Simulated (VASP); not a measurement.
# Zn (Fm-3m) in VASP: further runs

Runs on Zn. Level: PBE. Tasks: single point, relaxation of cell and atoms.

Everything below comes from runs of VASP 6.6.1. Logs are shortened: lines on timing, memory, paths and dates and some standing lists are left out, and cuts for length are marked.

## 1. The cell of the first run

Symmetry: Fm-3m, No. 225, cubic system. Conventional cell: a = 3.929 Å, b = 3.929 Å, c = 3.929 Å, α = 90.00°, β = 90.00°, γ = 90.00°. Within 3.7 Å of Zn (site symmetry m-3m) lie 12 Zn at 2.78 Å.

This isn't the form of Zn at room conditions, which is hcp.

## 2. Single point, PBE

Input file INCAR:

```
SYSTEM = Zn
ALGO = Normal ; EDIFF = 1E-6
ENCUT = 500 ; GGA = PE
GGA_COMPAT = .False. ; ISIF = 2
ISMEAR = 1 ; LASPH = .True.
LCHARG = .False. ; LREAL = .False.
LWAVE = .False. ; NBANDS = 12
NELM = 120 ; PREC = Accurate
SIGMA = 0.05
```

Input file KPOINTS:

```
k-points
0
Gamma
  20 20 20
  0 0 0
```

Input file POSCAR:

```
Zn
1.0
    0.0000000000      1.9644062851      1.9644062851
    1.9644062851      0.0000000000      1.9644062851
    1.9644062851      1.9644062851      0.0000000000
Zn
1
Direct
    0.0000000000      0.0000000000      0.0000000000
```

Potentials or basis: VASP PAW PBE potentials, release 64 (Zn).

Run with:

```console
$ cat potpaw_PBE.64/Zn/POTCAR > POTCAR
$ mpirun -np 1 vasp_std > vasp.out
```

OUTCAR:

```text
SYSTEM = Zn
   EDIFF = 1E-6
   ENCUT = 500
   GGA = PE
   ISIF = 2
   ISMEAR = 1
   LASPH = .True.
   LREAL = .False.
   NELM = 120
   PREC = Accurate

 ion  position               nearest neighbor table
   1  0.000  0.000  0.000-

  LATTYP: Found a face centered cubic cell.
 ALAT       =     3.9288125702

  Lattice vectors:

 A1 = (   0.0000000000,   1.9644062851,   1.9644062851)
 A2 = (   1.9644062851,   0.0000000000,   1.9644062851)
 A3 = (   1.9644062851,   1.9644062851,   0.0000000000)

Analysis of symmetry for initial positions (statically):
=====================================================================
 Subroutine PRICEL returns:
 Original cell was already a primitive cell.

 Routine SETGRP: Setting up the symmetry group for a
 face centered cubic supercell.

 Subroutine GETGRP returns: Found 48 space group operations
 (whereof 48 operations were pure point group operations)
 out of a pool of 48 trial point group operations.

The static configuration has the point symmetry O_h .

Analysis of symmetry for dynamics (positions and initial velocities):
=====================================================================
 Subroutine PRICEL returns:
 Original cell was already a primitive cell.

 Routine SETGRP: Setting up the symmetry group for a
 face centered cubic supercell.

 Subroutine GETGRP returns: Found 48 space group operations
 (whereof 48 operations were pure point group operations)
 out of a pool of 48 trial point group operations.

The dynamic configuration has the point symmetry O_h .

 Subroutine INISYM returns: Found 48 space group operations
 (whereof 48 operations are pure point group operations),
 and found     1 'primitive' translations

----------------------------------------------------------------------------------------

                                     Primitive cell

  volume of cell :      15.1609

  direct lattice vectors                    reciprocal lattice vectors
     0.000000000  1.964406285  1.964406285    -0.254529831  0.254529831  0.254529831
     1.964406285  0.000000000  1.964406285     0.254529831 -0.254529831  0.254529831
     1.964406285  1.964406285  0.000000000     0.254529831  0.254529831 -0.254529831

  length of vectors
     2.778090010  2.778090010  2.778090010     0.440858600  0.440858600  0.440858600

  position of ions in fractional coordinates (direct lattice)
     0.000000000  0.000000000  0.000000000

  ion indices of the primitive-cell ions
   primitive index   ion index
                 1           1

----------------------------------------------------------------------------------------

 KPOINTS: k-points

Automatic generation of k-mesh.
 Grid dimensions read from file:
 generate k-points for:   20   20   20

 Generating k-lattice:

  Cartesian coordinates                     Fractional coordinates (reciprocal lattice)
    -0.012726492  0.012726492  0.012726492     0.050000000  0.000000000  0.000000000
     0.012726492 -0.012726492  0.012726492     0.000000000  0.050000000  0.000000000
     0.012726492  0.012726492 -0.012726492     0.000000000  0.000000000  0.050000000

  Length of vectors
     0.022042930  0.022042930  0.022042930

  Shift w.r.t. Gamma in fractional coordinates (k-lattice)
     0.000000000  0.000000000  0.000000000

 Subroutine IBZKPT returns following result:
 ===========================================

 Found    256 irreducible k-points:

 Following reciprocal coordinates:
            Coordinates               Weight
  0.000000  0.000000  0.000000      1.000000
  0.050000  0.000000  0.000000      8.000000
  0.100000  0.000000  0.000000      8.000000
  0.150000  0.000000  0.000000      8.000000
  0.200000  0.000000  0.000000      8.000000
  0.250000  0.000000  0.000000      8.000000
[... 16 lines left out ...]
 -0.400000  0.050000  0.000000     24.000000
 -0.350000  0.050000  0.000000     24.000000
 [... further k-points ...]
   k-points           NKPTS =    256   k-points in BZ     NKDIM =    256   number of bands    NBANDS=     12
   number of dos      NEDOS =    301   number of ions     NIONS =      1
   total plane-waves  NPLWV =   8000
   dimension x,y,z NGX =    20 NGY =   20 NGZ =   20
   dimension x,y,z NGXF=    40 NGYF=   40 NGZF=   40
   ions per type =               1
   NGX,Y,Z   is equivalent  to a cutoff of  11.97, 11.97, 11.97 a.u.
   NGXF,Y,Z  is equivalent  to a cutoff of  23.94, 23.94, 23.94 a.u.
 SYSTEM =  Zn
   PREC   = accura    normal or accurate (medium, high low for compatibility)
   ISTART =      0    job   : 0-new  1-cont  2-samecut
   ICHARG =      2    charge: 1-file 2-atom 10-const
   ISPIN  =      1    spin polarized calculation?
   LNONCOLLINEAR =      F non collinear calculations
   LSORBIT =      F    spin-orbit coupling
   LASPH  =      T    aspherical Exc in radial PAW
   ENCUT  =  500.0 eV  36.75 Ry    6.06 a.u.   5.07  5.07  5.07*2*pi/ulx,y,z
   NELM   =    120;   NELMIN=  2; NELMDL= -5     # of ELM steps
   EDIFF  = 0.1E-05   stopping-criterion for ELM
   LREAL  =      F    real-space projection
   EDIFFG = 0.1E-04   stopping-criterion for IOM
   NSW    =      0    number of steps for IOM
   IBRION =     -1    ionic relax: 0-MD 1-quasi-New 2-CG
   NFREE  =      0    steps in history (QN), initial steepest desc. (CG)
   ISIF   =      2    stress and relaxation
   ISYM   =      2    0-nonsym 1-usesym 2-fastsym
   POTIM  = 0.5000    time-step for ionic-motion
   TEBEG  =    0.0;   TEEND  =   0.0 temperature during run
   PSTRESS=    0.0 pullay stress
   NELECT =      12.0000    total number of electrons
   NUPDOWN=      -1.0000    fix difference up-down
   EMIN   =  10.00;   EMAX   =-10.00  energy-range for DOS
   EFERMI =   0.00;   METHOD = LEGACY
   ISMEAR =     1;   SIGMA  =   0.05  broadening in eV -4-tet -1-fermi 0-gaus
   EFERMI_NEDOS =   21; number of points for ismear=-14 and -15
   IALGO  =     38    algorithm
   IMIX   =      4    mixing-type and parameters
     AMIX     =   0.40;   BMIX     =  1.00
     AMIX_MAG =   1.60;   BMIX_MAG =  1.00
  volume/ion in A,a.u.               =      15.16       102.31
  Fermi-wavevector in a.u.,A,eV,Ry     =   1.514354  2.861713 31.201785  2.293267
  Thomas-Fermi vector in A             =   2.624022
   LORBIT       =      0    0 simple, 1 ext, 2 COOP (PROOUT), +10 PAW based schemes
   GGA     = PE    functional components
   LHFCALC =     F    Hartree Fock is set to
   AEXX    =    0.0000 exact exchange contribution
   IVDW    =     0    specifies the selected vdW correction
   LEPSILON=     F    determine dielectric tensor
   LRPA    =     F    only Hartree local field effects (RPA)
 non-spin polarized calculation
 Methfessel and Paxton  Order N= 1 SIGMA  =   0.05
  energy-cutoff  :      500.00
  volume of cell :       15.16
 maximum number of plane-waves:       396
   NGX = 11   NGY = 11   NGZ = 11

 number of electron      11.9999991 magnetization

 Free energy of the ion-electron system (eV)
  ---------------------------------------------------
  ext. energy  EPLUGINS =         0.00000000
  ---------------------------------------------------
  free energy    TOTEN  =        -1.08747178 eV

  energy without entropy =       -1.08739939  energy(sigma->0) =       -1.08744765

 E-fermi :   3.1379     XC(G=0): -11.5796

 val. band max:        3.0399716046   @ k =  -0.3500   0.4500   0.2000
 cond. band min:       3.1536494039   @ k =  -0.4000   0.2000   0.0000
 fundamental gap:      0.1136777993
 Fermi energy:         3.1379215543

 k-point     1 :       0.0000    0.0000    0.0000
  band No.  band energies     occupation
      1      -7.2708      2.00000
      2      -4.5335      2.00000
      3      -4.5335      2.00000
      4      -4.5335      2.00000
      5      -4.1536      2.00000
      6      -4.1536      2.00000
      7      21.3660      0.00000
      8      21.3660      0.00000
      9      21.3660      0.00000
     10      21.9844      0.00000
     11      24.1426      0.00000
     12      24.1426      0.00000

 k-point     2 :       0.0500    0.0000    0.0000
  band No.  band energies     occupation
      1      -7.1952      2.00000
      2      -4.5399      2.00000
      3      -4.5247      2.00000
      4      -4.5247      2.00000
      5      -4.1562      2.00000
      6      -4.1562      2.00000
      7      19.8852      0.00000
      8      21.1053      0.00000
      9      21.1053      0.00000
     10      21.8052      0.00000
     11      24.5315      0.00000
     12      24.5315      0.00000

 k-point     3 :       0.1000    0.0000    0.0000
  band No.  band energies     occupation
      1      -6.9709      2.00000
      2      -4.5555      2.00000
      3      -4.5013      2.00000
      4      -4.5013      2.00000
      5      -4.1615      2.00000
      6      -4.1615      2.00000
      7      17.4648      0.00000
      8      20.5689      0.00000
      9      20.5689      0.00000
     10      21.7097      0.00000
     11      25.4485      0.00000
     12      25.4485      0.00000
[... 286 lines left out ...]
 k-point    23 :      -0.4000    0.0500    0.0000
  band No.  band energies     occupation
      1      -5.2349      2.00000
      2      -4.5303      2.00000
      3      -4.5124      2.00000
      4      -3.9293      2.00000
      5      -3.9267      2.00000
      6      -1.4221      2.00000
      7       3.8836     -0.00000
      8      17.0200      0.00000
      9      18.6216      0.00000
     10      20.2889      0.00000
     11      22.3277      0.00000
     12      23.5344      0.00000

 k-point    24 :      -0.3500    0.0500    0.0000
  band No.  band energies     occupation
      1      -5.2357      2.00000
      2      -4.5085      2.00000
      3      -4.4928      2.00000
      4      -3.9869      2.00000
      5      -3.9829      2.00000
      6      -2.5585      2.00000
      7       5.6892      0.00000
      8      16.9366      0.00000
      9      19.1128      0.00000
     10      20.7075      0.00000
     11      22.4986      0.00000
     12      23.7428      0.00000

 [... further k-points ...]

------------------------ aborting loop because EDIFF is reached ----------------------------------------

  FORCE on cell =-STRESS in cart. coord.  units (eV):
  Direction    XX          YY          ZZ          XY          YZ          ZX
  --------------------------------------------------------------------------------------
  -------------------------------------------------------------------------------------
  Total        0.0377085      0.0377085      0.0377085      0.0000000      0.0000000     -0.0000000
  in kB        3.9849774      3.9849774      3.9849774      0.0000000      0.0000000     -0.0000000
  external PRESSURE =       3.9849774 kB  Pullay stress =       0.0000000 kB

 VOLUME and BASIS-vectors are now :
 -----------------------------------------------------------------------------
  energy-cutoff  :      500.00
  volume of cell :       15.16
      direct lattice vectors                 reciprocal lattice vectors
     0.000000000  1.964406285  1.964406285    -0.254529831  0.254529831  0.254529831
     1.964406285  0.000000000  1.964406285     0.254529831 -0.254529831  0.254529831
     1.964406285  1.964406285  0.000000000     0.254529831  0.254529831 -0.254529831

 POSITION                                       TOTAL-FORCE (eV/Angst)
 -----------------------------------------------------------------------------------
      0.00000      0.00000      0.00000         0.000000      0.000000      0.000000
 -----------------------------------------------------------------------------------
    total drift:                                0.000000     -0.000000      0.000000

  FREE ENERGIE OF THE ION-ELECTRON SYSTEM (eV)
  ---------------------------------------------------
  free  energy   TOTEN  =        -1.0874717841 eV

  energy  without entropy=       -1.0873993858  energy(sigma->0) =       -1.08744765
```

Wall time 17 s (1 thread of Intel Xeon Platinum 8488C (Sapphire Rapids), shared host); peak memory 0.15 GiB.

What came out:

```yaml
Free_energy: -1.0875 eV
Pressure: 0.4 GPa
Band_gap_on_the_k_mesh: zero (bands 6 and 7 overlap by 3.63 eV)
```

## 3. Relaxation of cell and atoms, PBE

This run uses another cell than the first one, of 15.29 Å³/atom.

Input file INCAR:

```
SYSTEM = Zn
PREC     = Accurate       ! precision mode
ENCUT    = 500            ! plane-wave cutoff, eV
EDIFF    = 1E-7           ! SCF threshold, eV
ISMEAR   = 1              ! smearing method
SIGMA    = 0.05           ! smearing width, eV
LREAL    = .FALSE.        ! projectors in reciprocal space
LASPH    = .TRUE.         ! aspherical terms in the spheres
NELM     = 120            ! most SCF steps
ALGO     = Normal         ! electronic algorithm
ISIF     = 3              ! what is computed and relaxed
LWAVE    = .FALSE.        ! write WAVECAR
LCHARG   = .FALSE.        ! write CHGCAR
GGA      = PE             ! functional
IBRION   = 2              ! ionic algorithm
NSW      = 80             ! ionic steps
EDIFFG   = -0.03          ! ionic threshold
GGA_COMPAT= .FALSE.      
NELMIN   = 4
```

Input file KPOINTS:

```
regular mesh
0
G
  20 20 20
  0 0 0
```

Input file POSCAR:

```
Zn
1.0
    0.0000000000      1.9700000000      1.9700000000
    1.9700000000      0.0000000000      1.9700000000
    1.9700000000      1.9700000000      0.0000000000
Zn
1
Direct
    0.0000000000      0.0000000000      0.0000000000
```

Potentials or basis: VASP PAW PBE potentials, release 64 (Zn).

Run with:

```console
$ cat potpaw_PBE.64/Zn/POTCAR > POTCAR
$ mpirun -np 1 vasp_std > vasp.out
```

Wall time 16 s (1 thread of Intel Xeon Platinum 8488C (Sapphire Rapids), shared host); peak memory 0.15 GiB.

Results (log left out):

```
Free energy             : -1.0875 eV
Pressure after relaxing : -0.3 GPa
Band gap on the k mesh  : zero (bands 6 and 7 overlap by 3.64 eV)
```

Final structure:
```
Zn
1.0
     0.00000    1.97000    1.97000
     1.97000    0.00000    1.97000
     1.97000    1.97000    0.00000
Zn
1
Direct
  0.00000 0.00000 0.00000
```

Levels at points of the mesh, in eV from the Fermi level:
```csv
k point,band 3,band 4,band 5,band 6,band 7,band 8,band 9,band 10
"(0.00, 0.00, 0.00)",-7.65,-7.65,-7.27,-7.27,18.11,18.11,18.11,18.79
"(0.50, 0.00, 0.00)",-7.65,-6.99,-6.99,-2.91,-1.44,15.11,15.11,17.33
"(0.50, 0.50, 0.00)",-7.01,-6.92,-6.92,-1.02,1.65,8.34,8.34,11.98
```

Caveat: the relaxation stopped at its first step, so nothing moved.
